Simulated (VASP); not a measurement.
Runs of VASP 6.6.1 on SrO. The structure is cubic, space group Fm-3m (No. 225). Conventional cell: a = 5.160 Å, b = 5.160 Å, c = 5.160 Å, α = 90.00°, β = 90.00°, γ = 90.00°. Within 3.4 Å of Sr (site symmetry m-3m) lie 6 O at 2.58 Å. Within 3.4 Å of O (site symmetry m-3m) lie 6 Sr at 2.58 Å. 

```csv
level,k mesh,grid for exact exchange (PRECFOCK),share of exact exchange,screening parameter,gap on the mesh (eV),pressure (GPa)
HSE06,4 × 4 × 4,Normal,0.25,0.2079 1/Å,(a),0.2
PBE-based screened hybrid with 75 % exact exchange,4 × 4 × 4,Normal,0.75,0.2078 1/Å,7.96,(b)
r2SCAN50,4 × 4 × 4,Normal,0.5,-,7.97,-2.3
PBE,6 × 6 × 6,-,-,-,3.27,2.4
```

Alike in all rows: task single point; potentials or basis VASP PAW PBE potentials, release 64 (Sr_sv, O); no spin polarisation; cell as given; cutoff (eV) 520; smearing gaussian 0.01 eV.

Task: Estimate the missing entries.

Result: (a) 4.74; (b) -3.9.

Caveats: some runs use coarse meshes; the PAW data sets were made with another functional, which shifts forces and pressure a little (at least some runs).

A k mesh can miss the band edges, and the runs leave out spin-orbit coupling on Sr.
